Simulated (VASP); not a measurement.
# BeS (F-43m) in VASP: settings compared

Aim: see how the results for BeS move with the level of theory and the settings. Levels: PBE, PBE+D3(BJ). Tasks: single point.

Everything below comes from runs of VASP 6.6.1. Logs are shortened: lines on timing, memory, paths and dates and some standing lists are left out, and cuts for length are marked.

### 1 The cell of the first run

Symmetry: F-43m, No. 216, cubic system. Conventional cell: a = 4.870 Å, b = 4.870 Å, c = 4.870 Å, α = 90.00°, β = 90.00°, γ = 90.00°. Be (site symmetry -43m) has 4 S at 2.11 Å within 2.8 Å. S (site symmetry -43m) has 4 Be at 2.11 Å within 2.8 Å.

### 2 Single point, PBE

The input, INCAR:

```
SYSTEM = BeS
PREC = Accurate ; ENCUT = 520
EDIFF = 1E-6 ; ISMEAR = 0
SIGMA = 0.1 ; LREAL = .False.
LASPH = .True. ; NELM = 100
ALGO = Normal ; ISIF = 2
LWAVE = .False. ; LCHARG = .False.
GGA = PE ; NBANDS = 11
```

The input, KPOINTS:

```
regular mesh
0
Gamma
  4 4 4
  0 0 0
```

The input, POSCAR:

```
BeS
1.0
    0.0000000000      2.4351516489      2.4351516489
    2.4351516489      0.0000000000      2.4351516489
    2.4351516489      2.4351516489      0.0000000000
Be S
1 1
Direct
    0.0000000000      0.0000000000      0.0000000000
    0.7500000000      0.7500000000      0.7500000000
```

Potentials or basis: VASP PAW PBE potentials, release 64 (Be, S).

Started as:

```
> cat potpaw_PBE.64/Be/POTCAR potpaw_PBE.64/S/POTCAR > POTCAR
> mpirun -np 1 vasp_std > vasp.out
```

OUTCAR:

```text
SYSTEM = BeS
   PREC = Accurate
   ENCUT = 520
   EDIFF = 1E-6
   ISMEAR = 0
   LREAL = .False.
   LASPH = .True.
   NELM = 100
   ISIF = 2
   GGA = PE

 ion  position               nearest neighbor table
   1  0.000  0.000  0.000-   2 2.11   2 2.11   2 2.11   2 2.11
   2  0.750  0.750  0.750-   1 2.11   1 2.11   1 2.11   1 2.11

  LATTYP: Found a face centered cubic cell.
 ALAT       =     4.8703032978

  Lattice vectors:

 A1 = (   0.0000000000,   2.4351516489,   2.4351516489)
 A2 = (   2.4351516489,   0.0000000000,   2.4351516489)
 A3 = (   2.4351516489,   2.4351516489,   0.0000000000)

Analysis of symmetry for initial positions (statically):
=====================================================================
 Subroutine PRICEL returns:
 Original cell was already a primitive cell.

 Routine SETGRP: Setting up the symmetry group for a
 face centered cubic supercell.

 Subroutine GETGRP returns: Found 24 space group operations
 (whereof 24 operations were pure point group operations)
 out of a pool of 48 trial point group operations.

The static configuration has the point symmetry T_d .

Analysis of symmetry for dynamics (positions and initial velocities):
=====================================================================
 Subroutine PRICEL returns:
 Original cell was already a primitive cell.

 Routine SETGRP: Setting up the symmetry group for a
 face centered cubic supercell.

 Subroutine GETGRP returns: Found 24 space group operations
 (whereof 24 operations were pure point group operations)
 out of a pool of 48 trial point group operations.

The dynamic configuration has the point symmetry T_d .

 Subroutine INISYM returns: Found 24 space group operations
 (whereof 24 operations are pure point group operations),
 and found     1 'primitive' translations

----------------------------------------------------------------------------------------

                                     Primitive cell

  volume of cell :      28.8807

  direct lattice vectors                    reciprocal lattice vectors
     0.000000000  2.435151649  2.435151649    -0.205326022  0.205326022  0.205326022
     2.435151649  0.000000000  2.435151649     0.205326022 -0.205326022  0.205326022
     2.435151649  2.435151649  0.000000000     0.205326022  0.205326022 -0.205326022

  length of vectors
     3.443824488  3.443824488  3.443824488     0.355635101  0.355635101  0.355635101

  position of ions in fractional coordinates (direct lattice)
     0.000000000  0.000000000  0.000000000
     0.750000000  0.750000000  0.750000000

  ion indices of the primitive-cell ions
   primitive index   ion index
                 1           1
                 2           2

----------------------------------------------------------------------------------------

 KPOINTS: regular mesh

Automatic generation of k-mesh.
 Grid dimensions read from file:
 generate k-points for:    4    4    4

 Generating k-lattice:

  Cartesian coordinates                     Fractional coordinates (reciprocal lattice)
    -0.051331505  0.051331505  0.051331505     0.250000000  0.000000000  0.000000000
     0.051331505 -0.051331505  0.051331505     0.000000000  0.250000000  0.000000000
     0.051331505  0.051331505 -0.051331505     0.000000000  0.000000000  0.250000000

  Length of vectors
     0.088908775  0.088908775  0.088908775

  Shift w.r.t. Gamma in fractional coordinates (k-lattice)
     0.000000000  0.000000000  0.000000000

 Subroutine IBZKPT returns following result:
 ===========================================

 Found      8 irreducible k-points:

 Following reciprocal coordinates:
            Coordinates               Weight
  0.000000  0.000000  0.000000      1.000000
  0.250000  0.000000  0.000000      8.000000
  0.500000  0.000000  0.000000      4.000000
  0.250000  0.250000  0.000000      6.000000
  0.500000  0.250000  0.000000     24.000000
 -0.250000  0.250000  0.000000     12.000000
  0.500000  0.500000  0.000000      3.000000
 -0.250000  0.500000  0.250000      6.000000
   k-points           NKPTS =      8   k-points in BZ     NKDIM =      8   number of bands    NBANDS=     11
   number of dos      NEDOS =    301   number of ions     NIONS =      2
   total plane-waves  NPLWV =  21952
   dimension x,y,z NGX =    28 NGY =   28 NGZ =   28
   dimension x,y,z NGXF=    56 NGYF=   56 NGZF=   56
   ions per type =               1   1
   NGX,Y,Z   is equivalent  to a cutoff of  13.52, 13.52, 13.52 a.u.
   NGXF,Y,Z  is equivalent  to a cutoff of  27.03, 27.03, 27.03 a.u.
 SYSTEM =  BeS
   PREC   = accura    normal or accurate (medium, high low for compatibility)
   ISTART =      0    job   : 0-new  1-cont  2-samecut
   ICHARG =      2    charge: 1-file 2-atom 10-const
   ISPIN  =      1    spin polarized calculation?
   LNONCOLLINEAR =      F non collinear calculations
   LSORBIT =      F    spin-orbit coupling
   LASPH  =      T    aspherical Exc in radial PAW
   ENCUT  =  520.0 eV  38.22 Ry    6.18 a.u.   6.40  6.40  6.40*2*pi/ulx,y,z
   NELM   =    100;   NELMIN=  2; NELMDL= -5     # of ELM steps
   EDIFF  = 0.1E-05   stopping-criterion for ELM
   LREAL  =      F    real-space projection
   EDIFFG = 0.1E-04   stopping-criterion for IOM
   NSW    =      0    number of steps for IOM
   IBRION =     -1    ionic relax: 0-MD 1-quasi-New 2-CG
   NFREE  =      0    steps in history (QN), initial steepest desc. (CG)
   ISIF   =      2    stress and relaxation
   ISYM   =      2    0-nonsym 1-usesym 2-fastsym
   POTIM  = 0.5000    time-step for ionic-motion
   TEBEG  =    0.0;   TEEND  =   0.0 temperature during run
   PSTRESS=    0.0 pullay stress
   NELECT =       8.0000    total number of electrons
   NUPDOWN=      -1.0000    fix difference up-down
   EMIN   =  10.00;   EMAX   =-10.00  energy-range for DOS
   EFERMI =   0.00;   METHOD = LEGACY
   ISMEAR =     0;   SIGMA  =   0.10  broadening in eV -4-tet -1-fermi 0-gaus
   EFERMI_NEDOS =   21; number of points for ismear=-14 and -15
   IALGO  =     38    algorithm
   IMIX   =      4    mixing-type and parameters
     AMIX     =   0.40;   BMIX     =  1.00
     AMIX_MAG =   1.60;   BMIX_MAG =  1.00
  volume/ion in A,a.u.               =      14.44        97.45
  Fermi-wavevector in a.u.,A,eV,Ry     =   1.067175  2.016668 15.495153  1.138862
  Thomas-Fermi vector in A             =   2.202783
   LORBIT       =      0    0 simple, 1 ext, 2 COOP (PROOUT), +10 PAW based schemes
   GGA     = PE    functional components
   LHFCALC =     F    Hartree Fock is set to
   AEXX    =    0.0000 exact exchange contribution
   IVDW    =     0    specifies the selected vdW correction
   LEPSILON=     F    determine dielectric tensor
   LRPA    =     F    only Hartree local field effects (RPA)
 non-spin polarized calculation
 Gauss-broadening in eV      SIGMA  =   0.10
  energy-cutoff  :      520.00
  volume of cell :       28.88
 maximum number of plane-waves:       790
 NGX is ok and might be reduce to    28
   NGX = 13   NGY = 13   NGZ = 13

 number of electron       7.9999999 magnetization

 Free energy of the ion-electron system (eV)
  ---------------------------------------------------
  ext. energy  EPLUGINS =         0.00000000
  ---------------------------------------------------
  free energy    TOTEN  =        -9.96386974 eV

  energy without entropy =       -9.96386974  energy(sigma->0) =       -9.96386974

 E-fermi :   4.5250     XC(G=0):  -9.6693

 val. band max:        4.0685659421   @ k =   0.0000   0.0000   0.0000
 cond. band min:       7.1941007194   @ k =   0.5000   0.5000   0.0000
 fundamental gap:      3.1255347773
 Fermi energy:         4.5250493104

 k-point     1 :       0.0000    0.0000    0.0000
  band No.  band energies     occupation
      1      -9.5422      2.00000
      2       4.0686      2.00000
      3       4.0686      2.00000
      4       4.0686      2.00000
      5       9.7287      0.00000
      6       9.7287      0.00000
      7       9.7287      0.00000
      8       9.8442      0.00000
      9      16.8467      0.00000
     10      16.8467      0.00000
     11      18.8300      0.00000

 k-point     2 :       0.2500    0.0000    0.0000
  band No.  band energies     occupation
      1      -8.8872      2.00000
      2       0.7998      2.00000
      3       3.4810      2.00000
      4       3.4810      2.00000
      5       9.5769      0.00000
      6      10.6201      0.00000
      7      10.6201      0.00000
      8      13.2428      0.00000
      9      15.9255      0.00000
     10      15.9255      0.00000
     11      18.2571      0.00000

 k-point     3 :       0.5000    0.0000    0.0000
  band No.  band energies     occupation
      1      -7.9628      2.00000
      2      -1.6473      2.00000
      3       3.0491      2.00000
      4       3.0491      2.00000
      5       9.4921      0.00000
      6      10.6200      0.00000
      7      10.6200      0.00000
      8      15.2093      0.00000
      9      18.9410      0.00000
     10      18.9410      0.00000
     11      19.1399      0.00000

 k-point     4 :       0.2500    0.2500    0.0000
  band No.  band energies     occupation
      1      -8.6694      2.00000
      2       1.3522      2.00000
      3       2.4813      2.00000
      4       2.4813      2.00000
      5       8.5150      0.00000
      6      10.6508      0.00000
      7      12.7342      0.00000
      8      12.7342      0.00000
      9      15.1747      0.00000
     10      18.1397      0.00000
     11      20.9073      0.00000

 k-point     5 :       0.5000    0.2500    0.0000
  band No.  band energies     occupation
      1      -7.7307      2.00000
      2      -0.7700      2.00000
      3       1.1966      2.00000
      4       2.1351      2.00000
      5       8.8037      0.00000
      6      11.8169      0.00000
      7      13.1847      0.00000
      8      13.2429      0.00000
      9      17.7880      0.00000
     10      19.0643      0.00000
     11      20.2850      0.00000

 k-point     6 :      -0.2500    0.2500    0.0000
  band No.  band energies     occupation
      1      -8.0516      2.00000
      2      -0.2991      2.00000
      3       1.0160      2.00000
      4       2.9695      2.00000
      5       9.9192      0.00000
      6      11.8846      0.00000
      7      12.3823      0.00000
      8      13.1662      0.00000
      9      15.0656      0.00000
     10      17.6907      0.00000
     11      20.6741      0.00000

 k-point     7 :       0.5000    0.5000    0.0000
  band No.  band energies     occupation
      1      -7.4307      2.00000
      2      -0.8948      2.00000
      3       1.4652      2.00000
      4       1.4652      2.00000
      5       7.1941      0.00000
      6       8.9837      0.00000
      7      16.7408      0.00000
      8      16.7408      0.00000
      9      19.4622      0.00000
     10      20.3895      0.00000
     11      20.8905      0.00000

 k-point     8 :      -0.2500    0.5000    0.2500
  band No.  band energies     occupation
      1      -7.3779      2.00000
      2      -0.1452      2.00000
      3       0.2595      2.00000
      4       0.7747      2.00000
      5      10.5232      0.00000
      6      12.1673      0.00000
      7      12.4507      0.00000
      8      12.8524      0.00000
      9      18.3593      0.00000
     10      18.3702      0.00000
     11      21.0534      0.00000

------------------------ aborting loop because EDIFF is reached ----------------------------------------

  FORCE on cell =-STRESS in cart. coord.  units (eV):
  Direction    XX          YY          ZZ          XY          YZ          ZX
  --------------------------------------------------------------------------------------
  -------------------------------------------------------------------------------------
  Total        0.1581772      0.1581772      0.1581772     -0.0000000      0.0000000      0.0000000
  in kB        8.7749833      8.7749833      8.7749833     -0.0000000      0.0000000      0.0000000
  external PRESSURE =       8.7749833 kB  Pullay stress =       0.0000000 kB

 VOLUME and BASIS-vectors are now :
 -----------------------------------------------------------------------------
  energy-cutoff  :      520.00
  volume of cell :       28.88
      direct lattice vectors                 reciprocal lattice vectors
     0.000000000  2.435151649  2.435151649    -0.205326022  0.205326022  0.205326022
     2.435151649  0.000000000  2.435151649     0.205326022 -0.205326022  0.205326022
     2.435151649  2.435151649  0.000000000     0.205326022  0.205326022 -0.205326022

 POSITION                                       TOTAL-FORCE (eV/Angst)
 -----------------------------------------------------------------------------------
      0.00000      0.00000      0.00000        -0.000000     -0.000000     -0.000000
      3.65273      3.65273      3.65273         0.000000      0.000000      0.000000
 -----------------------------------------------------------------------------------
    total drift:                               -0.000000     -0.000000     -0.000000

  FREE ENERGIE OF THE ION-ELECTRON SYSTEM (eV)
  ---------------------------------------------------
  free  energy   TOTEN  =        -9.9638697445 eV

  energy  without entropy=       -9.9638697445  energy(sigma->0) =       -9.96386974
```

Wall time 6.2 s (1 thread of Intel Xeon 8259CL, shared host); peak memory 0.14 GiB.

Results:

```yaml
Free_energy: -9.9639 eV
Pressure: 0.9 GPa
Band_gap_on_the_k_mesh: 3.13 eV, indirect (least direct gap 5.66 eV)
```

Levels at points of the mesh, in eV from the valence-band top:
```
           k point  band 2  band 3  band 4  band 5  band 6  band 7
(0.00, 0.00, 0.00)    0.00    0.00    0.00    5.66    5.66    5.66
(0.50, 0.00, 0.00)   -5.72   -1.02   -1.02    5.42    6.55    6.55
(0.50, 0.50, 0.00)   -4.96   -2.60   -2.60    3.13    4.92   12.67
```

Caveat: the k points lie up to 0.56 Å⁻¹ apart. A k mesh can miss the band edges.

(Part 1 of 2 ends here.)
